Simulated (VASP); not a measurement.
## V2N3: single point with r2SCAN

Crystal: V2N3.

```
V N
1.0
     2.81802    0.00000    0.00000
    -1.40901    2.44048    0.00000
     0.00000    0.00000    6.25706
V N
2 3
Cartesian
  1.4090 0.8135 1.8697
  0.0000 1.6270 4.3874
  0.0000 0.0000 3.1285
  0.0000 0.0000 0.6732
  0.0000 0.0000 5.5839
```

```json
{"Program": "VASP 6.6.1", "Task": "single point", "Functional": "r2SCAN", "Potentials or basis": "VASP PAW PBE potentials, release 64 (V_sv, N)", "Cutoff": "520 eV", "k mesh": "12 × 12 × 6", "Occupations": "gaussian, width 0.1 eV", "Spin": "collinear spin, ferromagnetic start", "Starting moments": "[0.42, 0.42, 0.0, 0.0, 0.0] μB"}
```

- Pressure: -4.8 GPa
- Largest force: 0.391 eV/Å
- Net moment: 0.00 μB per cell
- Valence electrons inside the program's atomic spheres: V 11.68; N 3.81

Forces in eV/Å, atoms in the order of the input:
```
V    0.000  0.000  0.391
V    0.000  0.000 -0.391
N    0.000  0.000  0.000
N    0.000  0.000 -0.115
N    0.000  0.000  0.115
```

Stress tensor (GPa, compression positive):
```
-4.45  0.00  0.00
 0.00 -4.45  0.00
 0.00  0.00 -5.49
```

Levels at points of the mesh, in eV from the Fermi level:
Spin up:
```csv
k point,band 16,band 17,band 18,band 19,band 20,band 21,band 22,band 23,band 24,band 25
"(0.00, 0.00, 0.00)",-3.65,-3.65,-2.14,-2.14,-0.46,0.53,0.53,0.98,2.16,2.16
"(0.50, 0.00, 0.00)",-5.14,-3.91,-3.43,-1.49,-1.11,0.19,1.85,2.06,2.38,2.43
"(0.00, 0.00, 0.50)",-4.17,-3.40,-1.40,-1.34,-1.34,0.32,0.32,1.01,1.52,1.52
"(0.50, 0.00, 0.50)",-4.98,-4.66,-2.14,-1.92,-0.80,0.30,1.80,2.20,2.46,2.62
```
Spin down:
| k point | band 16 | band 17 | band 18 | band 19 | band 20 | band 21 | band 22 | band 23 | band 24 | band 25 |
| --- | --- | --- | --- | --- | --- | --- | --- | --- | --- | --- |
| (0.00, 0.00, 0.00) | -3.65 | -3.65 | -2.14 | -2.14 | -0.46 | 0.53 | 0.53 | 0.98 | 2.16 | 2.16 |
| (0.50, 0.00, 0.00) | -5.14 | -3.91 | -3.43 | -1.49 | -1.11 | 0.19 | 1.85 | 2.06 | 2.38 | 2.43 |
| (0.00, 0.00, 0.50) | -4.17 | -3.40 | -1.40 | -1.34 | -1.34 | 0.32 | 0.32 | 1.01 | 1.52 | 1.52 |
| (0.50, 0.00, 0.50) | -4.98 | -4.66 | -2.14 | -1.92 | -0.80 | 0.30 | 1.80 | 2.20 | 2.46 | 2.62 |

Run time: 13 min on 1 thread of AMD EPYC 9R45 96-Core Processor (Zen 5), on a shared host, peak memory 0.31 GiB.

Caveat: the cell stands under tension; the PAW data sets were made with another functional, which shifts forces and pressure a little. With open d or f shells a metallic result of r2SCAN can be an artefact of self-interaction; +U or a hybrid may open a gap.
